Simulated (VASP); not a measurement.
Write the native input for VASP 6.6.1 that does the following.

```yaml
Task: single point
Functional: PBE
Potentials_or_basis: VASP PAW PBE potentials, release 64 (Al)
Cutoff: 520 eV
k_mesh: 12 × 12 × 12
Occupations: fermi-dirac, width 0.1 eV
Spin: no spin polarisation
Dipole_correction: no
Further_INCAR_settings: ALGO = Normal; EDIFF = 1e-06; NBANDS = 8
```

The structure of Al lies in POSCAR:

```
Al
1.0
    0.0000000000      2.0248050000      2.0248050000
    2.0248050000      0.0000000000      2.0248050000
    2.0248050000      2.0248050000      0.0000000000
Al
1
Direct
    0.0000000000      0.0000000000      0.0000000000
```

One way to write it, as run:

INCAR

```
PREC = Accurate ; ENCUT = 520
EDIFF = 1E-6 ; ISMEAR = -1
SIGMA = 0.1 ; LREAL = F
LASPH = T ; NELM = 60
ALGO = Normal ; ISIF = 2
LWAVE = F ; LCHARG = T
GGA = PE ; LELF = T
LVHAR = T ; NBANDS = 8
```

KPOINTS

```
Automatic mesh
0
Gamma
  12 12 12
```

Potentials or basis: VASP PAW PBE potentials, release 64 (Al).

The run is started by

```bash
$ cat potpaw_PBE.64/Al/POTCAR > POTCAR
$ mpirun -np 1 vasp_std > vasp.out
```

It gave:

* Pressure: -0.4 GPa

Run time: 5.5 s on 1 thread of Intel(R) Xeon(R) Platinum 8375C CPU @ 2.90GHz (Ice Lake), on a shared host, peak memory 0.13 GiB.
